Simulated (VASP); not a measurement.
# HfC (CsCl type) (Pm-3m) in VASP: further runs, part 2 of 2

VASP 6.6.1. Earlier steps stand in the parts before.

## 4. Single point, PBE

This run uses another cell than the first one, of 12.21 Å³/atom, 1.136 times its volume.

File INCAR:

```
ALGO = Normal ; EDIFF = 1E-6
ENCUT = 520 ; GGA = PE
ISIF = 2 ; ISMEAR = -1
LASPH = T ; LCHARG = F
LREAL = F ; LWAVE = F
NBANDS = 14 ; NELM = 80
PREC = Accurate ; SIGMA = 0.08
```

File KPOINTS:

```
k-points
0
Gamma
  14 14 14
```

File POSCAR:

```
HfC
1.0
    2.9014548755      0.0000000000      0.0000000000
    0.0000000000      2.9014548755      0.0000000000
    0.0000000000      0.0000000000      2.9014548755
Hf C
1 1
Direct
    0.0000000000      0.0000000000      0.0000000000
    0.5000000000      0.5000000000      0.5000000000
```

Potentials or basis: VASP PAW PBE potentials, release 64 (Hf_pv, C).

Launch:

```bash
$ cat potpaw_PBE.64/Hf_pv/POTCAR potpaw_PBE.64/C/POTCAR > POTCAR
$ mpirun -np 1 vasp_std > vasp.out
```

OUTCAR:

```text
EDIFF = 1E-6
   ENCUT = 520
   GGA = PE
   ISIF = 2
   ISMEAR = -1
   LASPH = T
   LREAL = F
   NELM = 80
   PREC = Accurate

 ion  position               nearest neighbor table
   1  0.000  0.000  0.000-   2 2.51   2 2.51   2 2.51   2 2.51   2 2.51   2 2.51   2 2.51   2 2.51

   2  0.500  0.500  0.500-   1 2.51   1 2.51   1 2.51   1 2.51   1 2.51   1 2.51   1 2.51   1 2.51

  LATTYP: Found a simple cubic cell.
 ALAT       =     2.9014548755

  Lattice vectors:

 A1 = (   2.9014548755,   0.0000000000,   0.0000000000)
 A2 = (   0.0000000000,   2.9014548755,   0.0000000000)
 A3 = (   0.0000000000,   0.0000000000,   2.9014548755)

Analysis of symmetry for initial positions (statically):
=====================================================================
 Subroutine PRICEL returns:
 Original cell was already a primitive cell.

 Routine SETGRP: Setting up the symmetry group for a
 simple cubic supercell.

 Subroutine GETGRP returns: Found 48 space group operations
 (whereof 48 operations were pure point group operations)
 out of a pool of 48 trial point group operations.

The static configuration has the point symmetry O_h .

Analysis of symmetry for dynamics (positions and initial velocities):
=====================================================================
 Subroutine PRICEL returns:
 Original cell was already a primitive cell.

 Routine SETGRP: Setting up the symmetry group for a
 simple cubic supercell.

 Subroutine GETGRP returns: Found 48 space group operations
 (whereof 48 operations were pure point group operations)
 out of a pool of 48 trial point group operations.

The dynamic configuration has the point symmetry O_h .

 Subroutine INISYM returns: Found 48 space group operations
 (whereof 48 operations are pure point group operations),
 and found     1 'primitive' translations
[... 120 lines left out ...]
   GGA     = PE    functional components
   LHFCALC =     F    Hartree Fock is set to
   AEXX    =    0.0000 exact exchange contribution
   IVDW    =     0    specifies the selected vdW correction
   LEPSILON=     F    determine dielectric tensor
   LRPA    =     F    only Hartree local field effects (RPA)
 non-spin polarized calculation
  energy-cutoff  :      520.00
  volume of cell :       24.43
 maximum number of plane-waves:       691
 NGX is ok and might be reduce to    24
   NGX = 11   NGY = 11   NGZ = 11

 number of electron      14.0000003 magnetization

 Free energy of the ion-electron system (eV)
  ---------------------------------------------------
  ext. energy  EPLUGINS =         0.00000000
  ---------------------------------------------------
  free energy    TOTEN  =       -18.36034830 eV

  energy without entropy =      -18.31864354  energy(sigma->0) =      -18.33949592

 E-fermi :   6.5795     XC(G=0): -12.5346

 val. band max:        6.5794602521   @ k =   0.4286   0.3571   0.0714
 cond. band min:       6.5952553418   @ k =   0.4286   0.3571   0.0000
 fundamental gap:      0.0157950896
 Fermi energy:         6.5795392888

 k-point     1 :       0.0000    0.0000    0.0000
  band No.  band energies     occupation
      1     -23.4062      2.00000
      2     -23.4062      2.00000
      3     -23.4062      2.00000
      4      -6.1758      2.00000
      5       4.6874      2.00000
      6       4.6874      2.00000
      7       7.6524      0.00000
      8       7.6524      0.00000
      9       7.6524      0.00000
     10      12.7009      0.00000
     11      12.7009      0.00000
     12      12.7009      0.00000
     13      13.0473      0.00000
     14      19.8215      0.00000
[... 377 lines left out ...]
      1     -24.1952      2.00000
      2     -23.7196      2.00000
      3     -23.2892      2.00000
      4      -3.6231      2.00000
      5       1.7806      2.00000
      6       4.5659      2.00000
      7       6.3802      1.84705
      8       6.7863      0.14026
      9      11.1864      0.00000
     10      11.7208      0.00000
     11      12.5242      0.00000
     12      13.8726      0.00000
     13      16.5903      0.00000
     14      19.8212      0.00000

 [... further k-points ...]

------------------------ aborting loop because EDIFF is reached ----------------------------------------

  FORCE on cell =-STRESS in cart. coord.  units (eV):
  Direction    XX          YY          ZZ          XY          YZ          ZX
  --------------------------------------------------------------------------------------
  -------------------------------------------------------------------------------------
  Total       -0.2060360     -0.2060360     -0.2060360      0.0000000     -0.0000000      0.0000000
  in kB      -13.5146924    -13.5146924    -13.5146924      0.0000000     -0.0000000      0.0000000
  external PRESSURE =     -13.5146924 kB  Pullay stress =       0.0000000 kB

 VOLUME and BASIS-vectors are now :
 -----------------------------------------------------------------------------
  energy-cutoff  :      520.00
  volume of cell :       24.43
      direct lattice vectors                 reciprocal lattice vectors
     2.901454875  0.000000000  0.000000000     0.344654679  0.000000000  0.000000000
     0.000000000  2.901454875  0.000000000     0.000000000  0.344654679  0.000000000
     0.000000000  0.000000000  2.901454875     0.000000000  0.000000000  0.344654679

 POSITION                                       TOTAL-FORCE (eV/Angst)
 -----------------------------------------------------------------------------------
      0.00000      0.00000      0.00000         0.000000      0.000000      0.000000
      1.45073      1.45073      1.45073         0.000000      0.000000      0.000000
 -----------------------------------------------------------------------------------
    total drift:                                0.000000      0.000000     -0.000000

  FREE ENERGIE OF THE ION-ELECTRON SYSTEM (eV)
  ---------------------------------------------------
  free  energy   TOTEN  =       -18.3603482958 eV

  energy  without entropy=      -18.3186435397  energy(sigma->0) =      -18.33949592
```

Wall time 11 s (1 thread of Intel Xeon 6975P-C (Granite Rapids), shared host); peak memory 0.17 GiB.

Results:

- Free energy: -18.3603 eV
- Pressure: -1.4 GPa
- Band gap on the k mesh: zero (band 7 reaches 7.65 eV, above the bottom of band 8 at 5.79 eV)

Levels at points of the mesh, in eV from the Fermi level:
| k point | band 5 | band 6 | band 7 | band 8 | band 9 | band 10 |
| --- | --- | --- | --- | --- | --- | --- |
| (0.00, 0.00, 0.00) | -1.89 | -1.89 | 1.07 | 1.07 | 1.07 | 6.12 |
| (0.50, 0.00, 0.00) | -6.72 | -1.04 | -1.04 | -0.72 | 6.69 | 6.81 |
| (0.50, 0.50, 0.00) | -2.62 | -2.62 | -1.16 | 1.95 | 3.13 | 3.13 |
| (0.50, 0.50, 0.50) | -5.48 | -5.48 | -5.48 | 8.75 | 8.75 | 8.75 |

Caveat: spin-orbit coupling is left out, which moves the levels of the heavy elements.

## 5. Single point, PBE

This run uses another cell than the first one, of 12.21 Å³/atom, 1.136 times its volume.

File INCAR:

```
SYSTEM = HfC
PREC     = Accurate       ! precision mode
ENCUT    = 520            ! plane-wave cutoff, eV
EDIFF    = 1E-6           ! SCF threshold, eV
ISMEAR   = -1             ! smearing method
SIGMA    = 0.08           ! smearing width, eV
LREAL    = .False.        ! projectors in reciprocal space
LASPH    = .True.         ! aspherical terms in the spheres
NELM     = 80             ! most SCF steps
ALGO     = Normal         ! electronic algorithm
ISIF     = 2              ! what is computed and relaxed
LWAVE    = .False.        ! write WAVECAR
LCHARG   = .False.        ! write CHGCAR
GGA      = PE             ! functional
NBANDS   = 14             ! bands
```

File KPOINTS:

```
regular mesh
0
Gamma
  14 14 14
  0 0 0
```

POSCAR is that of step 4.

Potentials or basis: VASP PAW PBE potentials, release 64 (Hf_pv, C).

Launch:

```bash
$ cat potpaw_PBE.64/Hf_pv/POTCAR potpaw_PBE.64/C/POTCAR > POTCAR
$ mpirun -np 1 vasp_std > vasp.out
```

OUTCAR:

```text
SYSTEM = HfC
   PREC = Accurate
   ENCUT = 520
   EDIFF = 1E-6
   ISMEAR = -1
   LREAL = .False.
   LASPH = .True.
   NELM = 80
   ISIF = 2
   GGA = PE

 ion  position               nearest neighbor table
   1  0.000  0.000  0.000-   2 2.51   2 2.51   2 2.51   2 2.51   2 2.51   2 2.51   2 2.51   2 2.51

   2  0.500  0.500  0.500-   1 2.51   1 2.51   1 2.51   1 2.51   1 2.51   1 2.51   1 2.51   1 2.51

  LATTYP: Found a simple cubic cell.
 ALAT       =     2.9014548755

[... 596 lines left out ...]

------------------------ aborting loop because EDIFF is reached ----------------------------------------

  FORCE on cell =-STRESS in cart. coord.  units (eV):
  Direction    XX          YY          ZZ          XY          YZ          ZX
  --------------------------------------------------------------------------------------
  -------------------------------------------------------------------------------------
  Total       -0.2060360     -0.2060360     -0.2060360      0.0000000     -0.0000000      0.0000000
  in kB      -13.5146924    -13.5146924    -13.5146924      0.0000000     -0.0000000      0.0000000
  external PRESSURE =     -13.5146924 kB  Pullay stress =       0.0000000 kB

 VOLUME and BASIS-vectors are now :
 -----------------------------------------------------------------------------
  energy-cutoff  :      520.00
  volume of cell :       24.43
      direct lattice vectors                 reciprocal lattice vectors
     2.901454875  0.000000000  0.000000000     0.344654679  0.000000000  0.000000000
     0.000000000  2.901454875  0.000000000     0.000000000  0.344654679  0.000000000
     0.000000000  0.000000000  2.901454875     0.000000000  0.000000000  0.344654679

 POSITION                                       TOTAL-FORCE (eV/Angst)
 -----------------------------------------------------------------------------------
      0.00000      0.00000      0.00000         0.000000      0.000000      0.000000
      1.45073      1.45073      1.45073         0.000000      0.000000      0.000000
 -----------------------------------------------------------------------------------
    total drift:                                0.000000      0.000000     -0.000000

  FREE ENERGIE OF THE ION-ELECTRON SYSTEM (eV)
  ---------------------------------------------------
  free  energy   TOTEN  =       -18.3603482958 eV

  energy  without entropy=      -18.3186435397  energy(sigma->0) =      -18.33949592
```

Run time: 12 s. Hardware: 1 thread of Intel Xeon 6975P-C (Granite Rapids), shared host; peak memory 0.16 GiB.

What came out:

```yaml
Free_energy: -18.3603 eV
Pressure: -1.4 GPa
Band_gap_on_the_k_mesh: zero (band 7 reaches 7.65 eV, above the bottom of band 8 at 5.79 eV)
```

Levels at points of the mesh, in eV from the Fermi level:
| k point | band 4 | band 5 | band 6 | band 7 | band 8 | band 9 | band 10 | band 11 |
| --- | --- | --- | --- | --- | --- | --- | --- | --- |
| (0.00, 0.00, 0.00) | -12.76 | -1.89 | -1.89 | 1.07 | 1.07 | 1.07 | 6.12 | 6.12 |
| (0.50, 0.00, 0.00) | -9.48 | -6.72 | -1.04 | -1.04 | -0.72 | 6.69 | 6.81 | 8.33 |
| (0.50, 0.50, 0.00) | -10.07 | -2.62 | -2.62 | -1.16 | 1.95 | 3.13 | 3.13 | 4.74 |
| (0.50, 0.50, 0.50) | -7.30 | -5.48 | -5.48 | -5.48 | 8.75 | 8.75 | 8.75 | 9.02 |

Caveat: spin-orbit coupling is left out, which moves the levels of the heavy elements.

## 6. Overview

| cell | gap on the mesh (eV) | pressure (GPa) |
| --- | --- | --- |
| a = 2.780 Å, 2 atoms | none | 31.9 |
| a = 2.842 Å, 2 atoms | none | 12.7 |
| a = 2.901 Å, 2 atoms | none | -1.4 |

Alike in all rows: task single point; level PBE; potentials or basis VASP PAW PBE potentials, release 64 (Hf_pv, C); no spin polarisation; k mesh 14 × 14 × 14; cutoff (eV) 520; smearing fermi-dirac 0.08 eV.

Caveats: spin-orbit coupling is left out, which moves the levels of the heavy elements.

Total energies depend on the potentials used, so only differences within one code and one set of settings carry meaning.
